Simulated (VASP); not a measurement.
# ZrS (I4mm) in VASP: a series of runs

Runs on ZrS. Level: PBEsol. Tasks: single point.

Everything below comes from runs of VASP 6.6.1. Logs are shortened: lines on timing, memory, paths and dates and some standing lists are left out, and cuts for length are marked.

## Step 1: The cell of the first run

The structure is tetragonal, space group I4mm (No. 107). Conventional cell: a = 3.712 Å, b = 3.712 Å, c = 5.250 Å, α = 90.00°, β = 90.00°, γ = 90.00°. Zr (site symmetry 4mm) has 6 S at 2.50 to 2.75 Å within 3.3 Å. S (site symmetry 4mm) has 6 Zr at 2.50 to 2.75 Å within 3.3 Å.

## Step 2: Single point, PBEsol

Contents of INCAR:

```
ALGO = Normal ; EDIFF = 1E-6
ENCUT = 520 ; GGA = PS
ISIF = 2 ; ISMEAR = 0
LASPH = True ; LCHARG = True
LELF = True ; LREAL = False
LVHAR = True ; LWAVE = False
NBANDS = 16 ; NELM = 100
PREC = Accurate ; SIGMA = 0.15
```

Contents of KPOINTS:

```
k-points
0
Gamma
  16 16 16
```

Contents of POSCAR:

```
ZrS
1.0
    0.0000000000      2.6250000000      2.6250000000
    2.6250000000      0.0000000000      2.6250000000
    2.6250000000      2.6250000000      0.0000000000
Zr S
1 1
Direct
   -0.0238095238     -0.0238095238      0.0238095238
    0.5000000000      0.5000000000      0.5000000000
```

Potentials or basis: VASP PAW PBE potentials, release 64 (Zr_sv, S).

On the command line:

```sh
cat potpaw_PBE.64/Zr_sv/POTCAR potpaw_PBE.64/S/POTCAR > POTCAR
mpirun -np 1 vasp_std > vasp.out
```

OUTCAR:

```text
EDIFF = 1E-6
   ENCUT = 520
   GGA = PS
   ISIF = 2
   ISMEAR = 0
   LASPH = True
   LREAL = False
   NELM = 100
   PREC = Accurate

 ion  position               nearest neighbor table
   1  0.976  0.976  0.024-   2 2.50   2 2.63   2 2.63   2 2.63   2 2.63   2 2.75
   2  0.500  0.500  0.500-   1 2.50   1 2.63   1 2.63   1 2.63   1 2.63   1 2.75

  LATTYP: Found a face centered cubic cell.
 ALAT       =     5.2500000000

  Lattice vectors:

 A1 = (   0.0000000000,   2.6250000000,   2.6250000000)
 A2 = (   2.6250000000,   0.0000000000,   2.6250000000)
 A3 = (   2.6250000000,   2.6250000000,   0.0000000000)

Analysis of symmetry for initial positions (statically):
=====================================================================
 Subroutine PRICEL returns:
 Original cell was already a primitive cell.

 Routine SETGRP: Setting up the symmetry group for a
 face centered cubic supercell.

 Subroutine GETGRP returns: Found  8 space group operations
 (whereof  8 operations were pure point group operations)
 out of a pool of 48 trial point group operations.

The static configuration has the point symmetry C_4v.

Analysis of symmetry for dynamics (positions and initial velocities):
=====================================================================
 Subroutine PRICEL returns:
 Original cell was already a primitive cell.

 Routine SETGRP: Setting up the symmetry group for a
 face centered cubic supercell.

 Subroutine GETGRP returns: Found  8 space group operations
 (whereof  8 operations were pure point group operations)
 out of a pool of 48 trial point group operations.

The dynamic configuration has the point symmetry C_4v.

 Subroutine INISYM returns: Found  8 space group operations
 (whereof  8 operations are pure point group operations),
 and found     1 'primitive' translations

----------------------------------------------------------------------------------------

                                     Primitive cell

  volume of cell :      36.1758

  direct lattice vectors                    reciprocal lattice vectors
     0.000000000  2.625000000  2.625000000    -0.190476190  0.190476190  0.190476190
     2.625000000  0.000000000  2.625000000     0.190476190 -0.190476190  0.190476190
     2.625000000  2.625000000  0.000000000     0.190476190  0.190476190 -0.190476190

  length of vectors
     3.712310601  3.712310601  3.712310601     0.329914440  0.329914440  0.329914440

  position of ions in fractional coordinates (direct lattice)
     0.976190476  0.976190476  0.023809524
     0.500000000  0.500000000  0.500000000

[... 72 lines left out ...]
   LSORBIT =      F    spin-orbit coupling
   LASPH  =      T    aspherical Exc in radial PAW
   ENCUT  =  520.0 eV  38.22 Ry    6.18 a.u.   6.90  6.90  6.90*2*pi/ulx,y,z
   NELM   =    100;   NELMIN=  2; NELMDL= -5     # of ELM steps
   EDIFF  = 0.1E-05   stopping-criterion for ELM
   LREAL  =      F    real-space projection
   EDIFFG = 0.1E-04   stopping-criterion for IOM
   NSW    =      0    number of steps for IOM
   IBRION =     -1    ionic relax: 0-MD 1-quasi-New 2-CG
   NFREE  =      0    steps in history (QN), initial steepest desc. (CG)
   ISIF   =      2    stress and relaxation
   ISYM   =      2    0-nonsym 1-usesym 2-fastsym
   POTIM  = 0.5000    time-step for ionic-motion
   TEBEG  =    0.0;   TEEND  =   0.0 temperature during run
   PSTRESS=    0.0 pullay stress
   NELECT =      18.0000    total number of electrons
   NUPDOWN=      -1.0000    fix difference up-down
   EMIN   =  10.00;   EMAX   =-10.00  energy-range for DOS
   EFERMI =   0.00;   METHOD = LEGACY
   ISMEAR =     0;   SIGMA  =   0.15  broadening in eV -4-tet -1-fermi 0-gaus
   EFERMI_NEDOS =   21; number of points for ismear=-14 and -15
   IALGO  =     38    algorithm
   IMIX   =      4    mixing-type and parameters
     AMIX     =   0.40;   BMIX     =  1.00
     AMIX_MAG =   1.60;   BMIX_MAG =  1.00
  volume/ion in A,a.u.               =      18.09       122.06
  Fermi-wavevector in a.u.,A,eV,Ry     =   1.297258  2.451462 22.896950  1.682878
  Thomas-Fermi vector in A             =   2.428662
   LORBIT       =      0    0 simple, 1 ext, 2 COOP (PROOUT), +10 PAW based schemes
   GGA     = PS    functional components
   LHFCALC =     F    Hartree Fock is set to
   AEXX    =    0.0000 exact exchange contribution
   IVDW    =     0    specifies the selected vdW correction
   LEPSILON=     F    determine dielectric tensor
   LRPA    =     F    only Hartree local field effects (RPA)
 non-spin polarized calculation
 Gauss-broadening in eV      SIGMA  =   0.15
  energy-cutoff  :      520.00
  volume of cell :       36.18
 maximum number of plane-waves:       992
   NGX = 13   NGY = 13   NGZ = 13

 number of electron      18.0000001 magnetization

 Free energy of the ion-electron system (eV)
  ---------------------------------------------------
  ext. energy  EPLUGINS =         0.00000000
  ---------------------------------------------------
  free energy    TOTEN  =       -16.45044109 eV

  energy without entropy =      -16.43637389  energy(sigma->0) =      -16.44340749

 E-fermi :  10.5808     XC(G=0): -11.4553

 val. band max:       10.5765769729   @ k =   0.0625  -0.3125   0.1875
 cond. band min:      10.5902879552   @ k =   0.0625   0.1875   0.1250
 fundamental gap:      0.0137109823
 Fermi energy:        10.5808013610

 k-point     1 :       0.0000    0.0000    0.0000
  band No.  band energies     occupation
      1     -39.2680      2.00000
      2     -17.2774      2.00000
      3     -17.2643      2.00000
      4     -17.2643      2.00000
      5      -5.2126      2.00000
      6       6.9333      2.00000
[... 433 lines left out ...]
      3     -17.3109      2.00000
      4     -17.2990      2.00000
      5      -3.6933      2.00000
      6       2.6643      2.00000
[... 8 lines left out ...]
     15      16.9427      0.00000
     16      17.1775      0.00000

 [... further k-points ...]
[... 5 lines left out ...]
  --------------------------------------------------------------------------------------
  -------------------------------------------------------------------------------------
  Total       -1.4586340     -1.4586340     -0.6946563      0.0000000      0.0000000     -0.0000000
  in kB      -64.6009633    -64.6009633    -30.7654045      0.0000000      0.0000000     -0.0000000
  external PRESSURE =     -53.3224437 kB  Pullay stress =       0.0000000 kB

 VOLUME and BASIS-vectors are now :
 -----------------------------------------------------------------------------
  energy-cutoff  :      520.00
  volume of cell :       36.18
      direct lattice vectors                 reciprocal lattice vectors
     0.000000000  2.625000000  2.625000000    -0.190476190  0.190476190  0.190476190
     2.625000000  0.000000000  2.625000000     0.190476190 -0.190476190  0.190476190
     2.625000000  2.625000000  0.000000000     0.190476190  0.190476190 -0.190476190

 POSITION                                       TOTAL-FORCE (eV/Angst)
 -----------------------------------------------------------------------------------
      2.62500      2.62500      5.12500         0.000000      0.000000      0.628035
      2.62500      2.62500      2.62500         0.000000      0.000000     -0.628035
 -----------------------------------------------------------------------------------
    total drift:                               -0.000000     -0.000000     -0.000049

  FREE ENERGIE OF THE ION-ELECTRON SYSTEM (eV)
  ---------------------------------------------------
  free  energy   TOTEN  =       -16.4504410912 eV

  energy  without entropy=      -16.4363738925  energy(sigma->0) =      -16.44340749
```

OSZICAR:

```text
N       E                     dE             d eps       ncg     rms          rms(c)
DAV:   1     0.116162991427E+03    0.11616E+03   -0.94028E+03 11176   0.109E+03
DAV:   2    -0.117536594311E+02   -0.12792E+03   -0.12364E+03 14648   0.282E+02
DAV:   3    -0.173001888955E+02   -0.55465E+01   -0.55000E+01 18848   0.496E+01
DAV:   4    -0.173697132789E+02   -0.69524E-01   -0.69499E-01 13576   0.547E+00
DAV:   5    -0.173711040254E+02   -0.13907E-02   -0.13907E-02 16368   0.575E-01    0.155E+01
DAV:   6    -0.164934095256E+02    0.87769E+00   -0.18895E+00 14128   0.952E+00    0.702E+00
DAV:   7    -0.164566409194E+02    0.36769E-01   -0.18564E-01 16112   0.281E+00    0.279E+00
DAV:   8    -0.164509845487E+02    0.56564E-02   -0.27249E-02 13144   0.105E+00    0.383E-01
DAV:   9    -0.164504346626E+02    0.54989E-03   -0.27161E-03 14176   0.307E-01    0.176E-01
DAV:  10    -0.164504437174E+02   -0.90548E-05   -0.38802E-04 13872   0.190E-01    0.544E-02
DAV:  11    -0.164504424636E+02    0.12538E-05   -0.19218E-05 14560   0.403E-02    0.233E-02
DAV:  12    -0.164504410436E+02    0.14200E-05   -0.28079E-06 14008   0.107E-02    0.388E-03
DAV:  13    -0.164504410912E+02   -0.47601E-07   -0.53668E-07  7128   0.540E-03
   1 F= -.16450441E+02 E0= -.16443407E+02  d E =-.140672E-01
```

stdout:

```text
POSCAR found type information on POSCAR ZrS
 POSCAR found :  2 types and       2 ions
 scaLAPACK will be used
 -----------------------------------------------------------------------------
|                                                                             |
|                                                                             |
|     You enforced a specific xc type in the INCAR file but a different       |
|     I HOPE YOU KNOW WHAT YOU ARE DOING!                                     |
|                                                                             |
 -----------------------------------------------------------------------------

 LDA part: xc-table for (Slater+PW92), standard interpolation
 POSCAR, INCAR and KPOINTS ok, starting setup
 FFT: planning ... GRIDC
 FFT: planning ... GRID_SOFT
 FFT: planning ... GRID
 WAVECAR not read
 entering main loop
```

It used 480 s of CPU time on 1 thread of AMD EPYC 7R13 Processor (Zen 3) (shared host).

Results:

```
Free energy            : -16.4504 eV
Pressure               : -5.3 GPa
Largest force          : 0.628 eV/Å
Band gap on the k mesh : zero (band 9 reaches 11.98 eV, above the bottom of band 10 at 9.38 eV)
```

Forces on the atoms (eV/Å):
```
Zr   0.000  0.000  0.628
S    0.000  0.000 -0.628
```

Levels at points of the mesh, in eV from the Fermi level:
```tsv
k point	band 7	band 8	band 9	band 10	band 11	band 12
(0.00, 0.00, 0.00)	-3.62	-3.62	-1.32	-1.19	-1.19	-0.65
(0.50, 0.00, 0.00)	-5.93	-5.92	1.40	1.47	1.72	1.94
(0.50, 0.50, 0.00)	-4.44	-4.44	-3.43	0.56	2.38	2.38
(0.00, 0.50, 0.50)	-4.70	-4.46	-3.15	0.59	2.38	2.40
```

Caveat: the cell differs from its parent crystal (all Zr atoms moved +0.125 Å, as atom 1 towards its neighbour atom 2 (S) at 2.625 Å); the PAW data sets were made with another functional, which shifts forces and pressure a little.

[end of part 1 of 2]
